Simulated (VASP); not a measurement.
Al: relaxation of cell and atoms with PBEsol

Crystal: Al.

```xyz
1
Lattice="0.0000 2.0248 2.0248 2.0248 0.0000 2.0248 2.0248 2.0248 0.0000" Properties=species:S:1:pos:R:3 pbc="T T T"
Al    0.0000    0.0000    0.0000
```

```
Program                : VASP 6.6.1
Task                   : relaxation of cell and atoms
Functional             : PBEsol
Potentials or basis    : VASP PAW PBE potentials, release 64 (Al)
Cutoff                 : 600 eV
k mesh                 : 18 × 18 × 18
Occupations            : gaussian, width 0.1 eV
Spin                   : no spin polarisation
Dipole correction      : no
Further INCAR settings : ALGO = Normal; EDIFF = 1e-06; IBRION = 2; EDIFFG = -0.002; NSW = 100; ISIF = 3
```

The relaxed volume is 16.19 Å³/atom. The relaxed cell is a = 2.840 Å, b = 2.840 Å, c = 2.840 Å, α = 60.00°, β = 60.00°, γ = 60.00° and the space group after relaxing (to 0.05 Å) is Fm-3m (No. 225). The energy gained by relaxing is 2.5 meV/atom. The ionic steps are 3 and the pressure after relaxing is 0.0 GPa.

The path:
| step | energy change (eV) | largest force (eV/Å) | pressure (GPa) | volume (Å³) |
| --- | --- | --- | --- | --- |
| 1 | 0.0000 | 0.0000 | -1.90 | 16.60 |
| 2 | -0.0024 | 0.0000 | 0.31 | 16.13 |
| 3 | -0.0025 | 0.0000 | 0.00 | 16.19 |

Final structure:
```cif
data_structure
_symmetry_space_group_name_H-M 'P 1'
_symmetry_Int_Tables_number 1
_cell_length_a 2.8398
_cell_length_b 2.8398
_cell_length_c 2.8398
_cell_angle_alpha 60.000
_cell_angle_beta 60.000
_cell_angle_gamma 60.000
_cell_volume 16.19
loop_
_atom_site_label
_atom_site_type_symbol
_atom_site_fract_x
_atom_site_fract_y
_atom_site_fract_z
_atom_site_occupancy
Al1 Al 0.00000 0.00000 0.00000 1
```

Levels at points of the mesh, in eV from the Fermi level:
| k point | band 1 | band 2 | band 3 | band 4 | band 5 |
| --- | --- | --- | --- | --- | --- |
| (0.00, 0.00, 0.00) | -11.25 | 12.71 | 12.71 | 12.71 | 14.34 |
| (0.50, 0.00, 0.00) | -4.66 | -4.39 | 11.53 | 11.53 | 11.60 |
| (0.50, 0.50, 0.00) | -2.95 | -1.60 | 5.27 | 5.68 | 5.68 |

It took 14 s on 1 thread of Intel Xeon 6975P-C, with other jobs on the host, peak memory 0.15 GiB.

Caveat: the PAW data sets were made with another functional, which shifts forces and pressure a little.
